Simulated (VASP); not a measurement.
A run of VASP 6.6.1 is set up as follows.

The input INCAR:

```
ALGO = Normal
EDIFF = 1E-7
EDIFFG = -0.02
ENCUT = 500
GGA = PE
GGA_COMPAT = False
IBRION = 2
ISIF = 3
ISMEAR = 0
LASPH = True
LCHARG = False
LREAL = False
LWAVE = False
NELM = 120
NELMIN = 4
NSW = 60
PREC = Accurate
SIGMA = 0.05
```

KPOINTS

```
k-points
0
Gamma
  17 17 17
```

POSCAR

```
S
1.0
   -1.6650000000      1.6650000000      1.6650000000
    1.6650000000     -1.6650000000      1.6650000000
    1.6650000000      1.6650000000     -1.6650000000
S
1
Direct
    0.0000000000      0.0000000000      0.0000000000
```

Potentials or basis: VASP PAW PBE potentials, release 64 (S).

Launch:

```console
$ cat potpaw_PBE.64/S/POTCAR > POTCAR
$ mpirun -np 1 vasp_std > vasp.out
```

What does it give for the relaxed volume?

15.66 Å³/atom.

Predict the space group after relaxing (to 0.1 Å).

Im-3m (No. 229).

Step by step:
| step | energy change (eV) | largest force (eV/Å) | pressure (GPa) | volume (Å³) |
| --- | --- | --- | --- | --- |
| 1 | 0.0000 | 0.0000 | -9.60 | 18.46 |
| 2 | -0.0956 | 0.0000 | 0.05 | 15.66 |

Caveat: the volume moved by over 15 % at a fixed basis, so the end points are rough.
